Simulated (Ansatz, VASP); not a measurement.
## Two plane-wave programs on TaN

File INCAR:

```
SYSTEM = TaN
PREC = Accurate
ENCUT = 700
EDIFF = 1E-6
ISMEAR = 0
SIGMA = 0.1
LREAL = .FALSE.
LASPH = .TRUE.
NELM = 200
ALGO = Normal
ISIF = 2
LWAVE = .FALSE.
LCHARG = .FALSE.
ISPIN = 2
MAGMOM = 1 0
LORBIT = 11
LMAXMIX = 4
GGA = PE
NBANDS = 20
GGA_COMPAT = .FALSE.
```

Contents of KPOINTS:

```
regular mesh
0
G
  6 6 6
  0 0 0
```

Contents of POSCAR:

```
TaN
1.0
    2.9652228856      0.0000000000      0.0000000000
    0.0000000000      2.9652228856      0.0000000000
    0.0000000000      0.0000000000      3.0449639422
Ta N
1 1
Direct
    0.0000000000      0.0000000000      0.5000000000
    0.5000000000      0.5000000000      0.5000000000
```

Input for Ansatz:

```yaml
crystal:
  lattice:
    - [2.9652228856, 0.0, 0.0]
    - [0.0, 2.9652228856, 0.0]
    - [0.0, 0.0, 3.0449639422]
  atoms:
    - { symbol: Ta, position: [0.0, 0.0, 0.5], spin: 1.0 }
    - { symbol: "N", position: [0.5, 0.5, 0.5] }
basis:
  ecutwfc: 420
kpoints:
  mp_grid: { grid: [6, 6, 6] }
hamiltonian:
  xc: pbe
scf:
  occupations: { method: gaussian, width: 0.1 }
  lower_state_search: "off"
output:
  forces: true
  stress: true
  eigenvalues: true
  populations: true
magnetization:
  spin_polarized: true
```

Alike in both runs: task single point; functional PBE; k mesh 6 × 6 × 6; occupations gaussian, width 0.1 eV; collinear spin.

|  | VASP | Ansatz |
| --- | --- | --- |
| version | VASP 6.6.1 | Ansatz 0.2.0 |
| potentials or method | VASP PAW PBE potentials, release 64 (Ta_sv_GW, N), cutoff 700 eV | scalar-relativistic, plane waves, PAW |
| valence electrons in the cell | 18 | 18 |

|  | VASP | Ansatz | Ansatz less VASP |
| --- | --- | --- | --- |
| gap on the k mesh at the Fermi level (eV) | none | none | - |
| pressure (GPa) | -0.2 | -0.1 | +0.11 |
| traceless stress, the component that is largest in VASP (GPa) | -0.21 | 0.04 | +0.256 |
| net moment per atom (μB) | 0.00 | 0.00 | 0.000 |

A gap of «none» marks a metal or a gap that the smearing closes. Ansatz's warnings: seeded moment not kept.

Neither program's run includes spin-orbit coupling.
